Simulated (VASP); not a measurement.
Runs of VASP 6.6.1 on TaN. The structure is that of space group Fm-3m (No. 225), or close to it. The cells are those of the table. 

```tsv
cell	gap on the mesh (eV)	pressure (GPa)
a = 3.117, b = 3.117, c = 3.140 Å, angles 59.8, 59.8, 60.5°, 2 atoms	none	-8.9
a = 3.048, b = 3.048, c = 3.001 Å, angles 60.5, 60.5, 59.0°, 2 atoms	none	27.2
a = 3.141, b = 3.141, c = 3.187 Å, angles 59.5, 59.5, 61.0°, 2 atoms	none	(a)
a = 3.187 Å, angles 60.0°, 2 atoms	none	-25.3
a = 3.140 Å, angles 60.0°, 2 atoms	none	(b)
```

Alike in all rows: task single point; level PBEsol; potentials or basis VASP PAW PBE potentials, release 64 (Ta_pv, N); no spin polarisation; k mesh 24 × 24 × 24; cutoff (eV) 520; smearing gaussian 0.15 eV.

Problem. Fill in the values left out.

Solution. (a) -17.1; (b) -13.6.

Caveats: the PAW data sets were made with another functional, which shifts forces and pressure a little; spin-orbit coupling is left out, which moves the levels of the heavy elements; the cell stands under tension (at least some runs); the stress differs along the axes, from -12 to -3 GPa (at least some runs); the stress differs along the axes, from 11 to 35 GPa (at least some runs); the stress differs along the axes, from -22 to -7 GPa (at least some runs).

A k mesh can miss the band edges, and the runs leave out spin-orbit coupling on Ta.

A gap of «none» marks levels without a gap at the run's occupations.
